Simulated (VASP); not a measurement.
Runs of VASP 6.6.1 on SiW4. The structure is that of space group P4/mmm (No. 123), or close to it. The cells are those of the table. 

```tsv
task	cell	k mesh	cutoff (eV)	gap on the mesh (eV)	pressure (GPa)	largest force (eV/Å)
single point	a = 6.094, b = 6.094, c = 2.663 Å, 5 atoms	4 × 4 × 4	520	none	(b)	0.01
relaxation of cell and atoms	relaxed from a = 4.612, b = 4.612, c = 4.387 Å, 5 atoms	4 × 4 × 4	600	none	0.1	0.02
single point	a = 4.612, b = 4.612, c = 4.387 Å, 5 atoms	4 × 4 × 4	520	none	153.0	0.89
single point	a = 6.116, b = 6.116, c = 2.645 Å, 5 atoms	6 × 6 × 14	520	none	(a)	0.01
single point	a = 6.133, b = 6.133, c = 2.615 Å, 5 atoms	4 × 4 × 6	520	none	0.6	0.01
```

Alike in all rows: level PBE; potentials or basis VASP PAW PBE potentials, release 64 (Si, W_sv); no spin polarisation; smearing gaussian 0.1 eV.

Estimate the missing entries.

(a) 0.5; (b) 0.7.

Caveats: some runs use coarse meshes; spin-orbit coupling is left out, which moves the levels of the heavy elements.

A k mesh can miss the band edges, and the runs leave out spin-orbit coupling on W.

A gap of «none» marks levels without a gap at the run's occupations.
